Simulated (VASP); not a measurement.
A run of VASP 6.6.1 is set up as follows.

File INCAR:

```
SYSTEM = In
ALGO = Fast
EDIFF = 1E-7
ENCUT = 520
GGA = PS
ISIF = 2
ISMEAR = -1
LASPH = .TRUE.
LCHARG = .TRUE.
LELF = .TRUE.
LREAL = .FALSE.
LVHAR = .TRUE.
LWAVE = .FALSE.
NBANDS = 26
NELM = 100
PREC = Accurate
SIGMA = 0.05
```

File KPOINTS:

```
k-points
0
G
  9 9 9
  0 0 0
```

POSCAR

```
In
1.0
    1.6355530321      0.9442869834      8.0399169875
   -1.6355530321      0.9442869834      8.0399169875
    0.0000000000     -1.8885739667      8.0399169875
In
3
Direct
    0.2219877600      0.2219877600      0.2219877600
    0.7780122400      0.7780122400      0.7780122400
    0.0000000000      0.0000000000      0.0000000000
```

Potentials or basis: VASP PAW PBE potentials, release 64 (In_d).

Launch:

```console
$ cat potpaw_PBE.64/In_d/POTCAR > POTCAR
$ mpirun -np 1 vasp_std > vasp.out
```

What does it give for the pressure?

1.6 GPa.

Stress tensor (GPa, compression positive):
```
1.83 0.00 0.00
0.00 1.83 0.00
0.00 0.00 1.14
```

Caveat: the PAW data sets were made with another functional, which shifts forces and pressure a little.
